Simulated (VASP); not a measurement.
ZnS, 4 atoms in the cell. The cell holds an amorphous packing of atoms, 4 atoms: a = 5.055 Å, b = 4.072 Å, c = 3.859 Å, α = 95.53°, β = 88.85°, γ = 82.19°. 

| Property | Result |
| --- | --- |
| Program | VASP 6.6.1 |
| Task | single point |
| Functional | PBEsol |
| Potentials or basis | VASP PAW PBE potentials, release 64 (Zn, S) |
| Cutoff | 520 eV |
| k mesh | 3 × 4 × 4 |
| Occupations | methfessel-paxton, width 0.15 eV |
| Spin | no spin polarisation |
| Dipole correction | no |
| Further INCAR settings | ALGO = Normal; EDIFF = 1e-07; NBANDS = 26 |

Potentials or basis: VASP PAW PBE potentials, release 64 (Zn, S).

Command:

```console
$ cat potpaw_PBE.64/Zn/POTCAR potpaw_PBE.64/S/POTCAR > POTCAR
$ mpirun -np 1 vasp_std > vasp.out
```

Hardware: 1 thread of Intel(R) Xeon(R) Platinum 8488C (Sapphire Rapids), with other jobs on the host.

Task: Estimate the wall time of this run.

Result: It took 27 s on 1 thread of Intel(R) Xeon(R) Platinum 8488C (Sapphire Rapids), on a shared host, peak memory 0.2 GiB. Counts: scf iterations 15, k points 26.
